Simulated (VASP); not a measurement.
# Mg (P6_3/mmc) in VASP: further runs, part 2 of 2

VASP 6.6.1. The steps go on from the part before.

## (3) Single point, PBE

This run uses another cell than the first one, of 23.01 Å³/atom.

INCAR

```
SYSTEM = Mg
PREC = Accurate
ENCUT = 520
EDIFF = 1E-7
ISMEAR = -1
SIGMA = 0.1
LREAL = .FALSE.
LASPH = .TRUE.
NELM = 80
ALGO = Normal
ISIF = 2
LWAVE = .FALSE.
LCHARG = .TRUE.
GGA = PE
LELF = .TRUE.
LVHAR = .TRUE.
NBANDS = 12
```

KPOINTS

```
Automatic mesh
0
G
  15 15 4
  0 0 0
```

POSCAR

```
Mg
1.0
    3.1968208798      0.0000000000      0.0000000000
   -1.5984104399      2.7685280933      0.0000000000
    0.0000000000      0.0000000000     10.3982063196
Mg
4
Direct
    0.0000000000      0.0000000000      1.0000000000
    1.0000000000      0.0000000000      0.5000000000
    0.3333333333      0.6666666667      0.2500000000
    0.6666666667      0.3333333333      0.7500000000
```

Potentials or basis: VASP PAW PBE potentials, release 64 (Mg).

Command:

```sh
$ cat potpaw_PBE.64/Mg/POTCAR > POTCAR
$ mpirun -np 1 vasp_std > vasp.out
```

OUTCAR:

```text
SYSTEM = Mg
   PREC = Accurate
   ENCUT = 520
   EDIFF = 1E-7
   ISMEAR = -1
   LREAL = .FALSE.
   LASPH = .TRUE.
   NELM = 80
   ISIF = 2
   GGA = PE

 ion  position               nearest neighbor table
   1  0.000  0.000  0.000-   3 3.19   4 3.19   4 3.19   3 3.19   4 3.19   3 3.19
   2  0.000  0.000  0.500-   3 3.19   4 3.19   4 3.19   3 3.19   4 3.19   3 3.19
   3  0.333  0.667  0.250-   1 3.19   2 3.19   1 3.19   2 3.19   1 3.19   2 3.19
   4  0.667  0.333  0.750-   1 3.19   2 3.19   1 3.19   2 3.19   1 3.19   2 3.19

  LATTYP: Found a hexagonal cell.
 ALAT       =     3.1968208798
 C/A-ratio  =     3.2526709223

  Lattice vectors:

 A1 = (   3.1968208798,   0.0000000000,   0.0000000000)
 A2 = (  -1.5984104399,   2.7685280933,   0.0000000000)
 A3 = (   0.0000000000,   0.0000000000,  10.3982063196)

Analysis of symmetry for initial positions (statically):
=====================================================================
 Subroutine PRICEL returns:
 Original cell was already a primitive cell.

 Routine SETGRP: Setting up the symmetry group for a
 hexagonal supercell.

 Subroutine GETGRP returns: Found 24 space group operations
 (whereof 12 operations were pure point group operations)
[... 189 lines left out ...]
     11      13.6441      0.00000
     12      14.3649      0.00000
[... 331 lines left out ...]
 k-point    24 :       0.4000    0.2000    0.0000
  band No.  band energies     occupation
      1       1.0447      2.00000
      2       1.0556      2.00000
      3       2.0905      1.98973
      4       2.1001      1.98870
      5       2.6748      0.71942
      6       2.6826      0.68384
      7       4.5915      0.00000
      8       5.7407      0.00000
      9       5.9077      0.00000
     10       5.9405      0.00000
     11       6.3796      0.00000
     12       7.1878      0.00000

 [... further k-points ...]

------------------------ aborting loop because EDIFF is reached ----------------------------------------

  FORCE on cell =-STRESS in cart. coord.  units (eV):
  Direction    XX          YY          ZZ          XY          YZ          ZX
  --------------------------------------------------------------------------------------
  -------------------------------------------------------------------------------------
  Total        0.0548009      0.0548009     -0.2333970      0.0000000      0.0000000      0.0000000
  in kB        0.9540527      0.9540527     -4.0633123      0.0000000      0.0000000      0.0000000
  external PRESSURE =      -0.7184023 kB  Pullay stress =       0.0000000 kB

 VOLUME and BASIS-vectors are now :
 -----------------------------------------------------------------------------
  energy-cutoff  :      520.00
  volume of cell :       92.03
      direct lattice vectors                 reciprocal lattice vectors
     3.196820880  0.000000000  0.000000000     0.312810770  0.180601382  0.000000000
    -1.598410440  2.768528093  0.000000000     0.000000000  0.361202764  0.000000000
     0.000000000  0.000000000 10.398206320     0.000000000  0.000000000  0.096170433

 POSITION                                       TOTAL-FORCE (eV/Angst)
 -----------------------------------------------------------------------------------
      0.00000      0.00000      0.00000         0.000000      0.000000     -0.000000
      0.00000      0.00000      5.19910         0.000000      0.000000     -0.000000
     -0.00000      1.84569      2.59955        -0.000000      0.000000      0.000000
      1.59841      0.92284      7.79865         0.000000     -0.000000     -0.000000
 -----------------------------------------------------------------------------------
    total drift:                               -0.000000     -0.000000      0.000000

  FREE ENERGIE OF THE ION-ELECTRON SYSTEM (eV)
  ---------------------------------------------------
  free  energy   TOTEN  =        -6.0291237286 eV

  energy  without entropy=       -5.9699709728  energy(sigma->0) =       -5.99954735
```

stdout:

```text
POSCAR found type information on POSCAR Mg
 POSCAR found :  1 types and       4 ions
 scaLAPACK will be used
 LDA part: xc-table for (Slater+PW92), standard interpolation
 POSCAR, INCAR and KPOINTS ok, starting setup
 FFT: planning ... GRIDC
 FFT: planning ... GRID_SOFT
 FFT: planning ... GRID
 WAVECAR not read
 entering main loop
```

Run time: 22 s. Hardware: 1 thread of Intel Xeon 6975P-C (Granite Rapids), shared host; peak memory 0.24 GiB.

Results:

```yaml
Free_energy: -6.0291 eV
Pressure: -0.1 GPa
Band_gap_on_the_k_mesh: zero (bands 4 and 5 overlap by 2.23 eV)
```

Levels at points of the mesh, in eV from the Fermi level:
```
           k point  band 1  band 2  band 3  band 4  band 5  band 6  band 7  band 8  band 9
(0.00, 0.00, 0.00)   -6.92   -5.53   -5.53   -1.68   -1.25    5.00    5.00   10.97   10.97
(0.00, 0.00, 0.50)   -6.57   -6.57   -3.83   -3.83    1.49    1.49    8.97    8.97   11.16
```

## (4) Relaxation of cell and atoms, PBE

This run uses another cell than the first one, of 23.24 Å³/atom.

INCAR

```
PREC = Accurate
ENCUT = 600
EDIFF = 1E-7
ISMEAR = -1
SIGMA = 0.1
LREAL = False
LASPH = True
NELM = 100
ALGO = Normal
ISIF = 3
LWAVE = False
LCHARG = False
GGA = PE
IBRION = 2
NSW = 80
EDIFFG = -0.01
```

KPOINTS

```
Automatic mesh
0
Gamma
  11 11 3
```

POSCAR

```
Mg
1.0
    3.2030520135      0.0000000000      0.0000000000
   -1.6015260067      2.7739244133      0.0000000000
    0.0000000000      0.0000000000     10.4611678760
Mg
4
Direct
    0.0000000000      0.0000000000      0.0000000000
    0.0000000000      0.0000000000      0.5000000000
    0.3333333333      0.6666666667      0.2500000000
    0.6666666667      0.3333333333      0.7500000000
```

Potentials or basis: VASP PAW PBE potentials, release 64 (Mg).

Command:

```sh
$ cat potpaw_PBE.64/Mg/POTCAR > POTCAR
$ mpirun -np 1 vasp_std > vasp.out
```

OUTCAR:

```text
PREC = Accurate
   ENCUT = 600
   EDIFF = 1E-7
   ISMEAR = -1
   LREAL = False
   LASPH = True
   NELM = 100
   ISIF = 3
   GGA = PE
   IBRION = 2
   NSW = 80
   EDIFFG = -0.01

 ion  position               nearest neighbor table
   1  0.000  0.000  0.000-   3 3.20   4 3.20   3 3.20   4 3.20   4 3.20   3 3.20
   2  0.000  0.000  0.500-   3 3.20   4 3.20   3 3.20   4 3.20   4 3.20   3 3.20
   3  0.333  0.667  0.250-   1 3.20   2 3.20   1 3.20   2 3.20   1 3.20   2 3.20
   4  0.667  0.333  0.750-   1 3.20   2 3.20   1 3.20   2 3.20   1 3.20   2 3.20

  LATTYP: Found a hexagonal cell.
 ALAT       =     3.2030520135
 C/A-ratio  =     3.2660000000

  Lattice vectors:

 A1 = (   3.2030520135,   0.0000000000,   0.0000000000)
 A2 = (  -1.6015260067,   2.7739244133,   0.0000000000)
 A3 = (   0.0000000000,   0.0000000000,  10.4611678760)

Analysis of symmetry for initial positions (statically):
[... 271 lines left out ...]
 Fermi energy:         2.6309923770

 k-point     1 :       0.0000    0.0000    0.0000
  band No.  band energies     occupation
      1      -4.2971      2.00000
      2      -2.9113      2.00000
      3      -2.9093      2.00000
      4       0.9366      2.00000
      5       1.3693      1.99999
      6       7.6199      0.00000
      7       7.6286      0.00000
      8      13.6449      0.00000
[... 243 lines left out ...]
 k-point    24 :       0.1818    0.0909    0.3333
  band No.  band energies     occupation
      1      -3.0073      2.00000
      2      -2.5490      2.00000
      3      -0.7387      2.00000
      4       0.5916      2.00000
      5       4.0891      0.00000
      6       6.1072      0.00000
      7       7.3571      0.00000
      8       7.7536      0.00000

 [... further k-points ...]

------------------------ aborting loop because EDIFF is reached ----------------------------------------

  FORCE on cell =-STRESS in cart. coord.  units (eV):
  Direction    XX          YY          ZZ          XY          YZ          ZX
  --------------------------------------------------------------------------------------
  -------------------------------------------------------------------------------------
  Total        0.0245025      0.0245025     -0.0360556      0.0000000     -0.0000000      0.0000000
  in kB        0.4281335      0.4281335     -0.6300024      0.0000000     -0.0000000      0.0000000
  external PRESSURE =       0.0754216 kB  Pullay stress =       0.0000000 kB
[... 19 lines left out ...]
  FREE ENERGIE OF THE ION-ELECTRON SYSTEM (eV)
  ---------------------------------------------------
  free  energy   TOTEN  =        -6.0516501700 eV

  energy  without entropy=       -6.0097347793  energy(sigma->0) =       -6.03069247

 reached required accuracy - stopping structural energy minimisation
```

OSZICAR:

```text
N       E                     dE             d eps       ncg     rms          rms(c)
DAV:   1     0.405780272244E+01    0.40578E+01   -0.27668E+03   512   0.785E+02
DAV:   2    -0.595196836361E+01   -0.10010E+02   -0.97273E+01   704   0.538E+01
DAV:   3    -0.607605994699E+01   -0.12409E+00   -0.12196E+00   704   0.674E+00
DAV:   4    -0.607720073545E+01   -0.11408E-02   -0.11394E-02   784   0.522E-01
[... 15 lines left out ...]
   2 F= -.60514910E+01 E0= -.60304322E+01  d E =-.186299E-02
       N       E                     dE             d eps       ncg     rms          rms(c)
DAV:   1    -0.605165099101E+01   -0.15998E-03   -0.10438E-03   672   0.218E-01    0.107E-02
DAV:   2    -0.605165011361E+01    0.87740E-06   -0.31548E-06   712   0.143E-02    0.681E-03
DAV:   3    -0.605165017005E+01   -0.56445E-07   -0.32168E-07   736   0.534E-03
   3 F= -.60516502E+01 E0= -.60306925E+01  d E =-.202213E-02
```

Wall time 25 s (1 thread of Intel Xeon 6975P-C (Granite Rapids), shared host); peak memory 0.25 GiB.

Results:

```
Free energy                           : -6.0517 eV
Relaxed volume                        : 22.92 Å³/atom
Relaxed cell                          : a = 3.191 Å, b = 3.191 Å, c = 10.396 Å, α = 90.00°, β = 90.00°, γ = 120.00°
Space group after relaxing (to 0.1 Å) : P6_3/mmc (No. 194)
Energy gained by relaxing             : 0.5 meV/atom
Ionic steps                           : 3
Pressure after relaxing               : 0.0 GPa
Band gap on the k mesh                : zero (bands 4 and 5 overlap by 2.20 eV)
```

Step by step:
```
step  energy change (eV)  largest force (eV/Å)  pressure (GPa)  volume (Å³)
   1              0.0000                0.0000           -0.47        92.95
   2             -0.0019                0.0000           -0.12        92.03
   3             -0.0020                0.0000            0.01        91.69
```

Final structure:
```
Mg
1.0
     3.19128    0.00000    0.00000
    -1.59564    2.76373    0.00000
     0.00000    0.00000   10.39631
Mg
4
Direct
  0.00000 0.00000 0.00000
  0.00000 0.00000 0.50000
  0.33333 0.66667 0.25000
  0.66667 0.33333 0.75000
```

## (5) The runs side by side

| task | cell | k mesh | cutoff (eV) | gap on the mesh (eV) | pressure (GPa) |
| --- | --- | --- | --- | --- | --- |
| single point | a = 3.320, b = 3.320, c = 10.799 Å, angles 90.0, 90.0, 120.0°, 4 atoms | 13 × 13 × 4 | 520 | none | -3.2 |
| single point | a = 3.197, b = 3.197, c = 10.398 Å, angles 90.0, 90.0, 120.0°, 4 atoms | 15 × 15 × 4 | 520 | none | -0.1 |
| relaxation of cell and atoms | relaxed from a = 3.203, b = 3.203, c = 10.461 Å, angles 90.0, 90.0, 120.0°, 4 atoms | 11 × 11 × 3 | 600 | none | 0.0 |

Alike in all rows: level PBE; potentials or basis VASP PAW PBE potentials, release 64 (Mg); no spin polarisation; smearing fermi-dirac 0.1 eV.

Caveats: the cell stands under tension (at least some runs).

Total energies depend on the potentials used, so only differences within one code and one set of settings carry meaning.
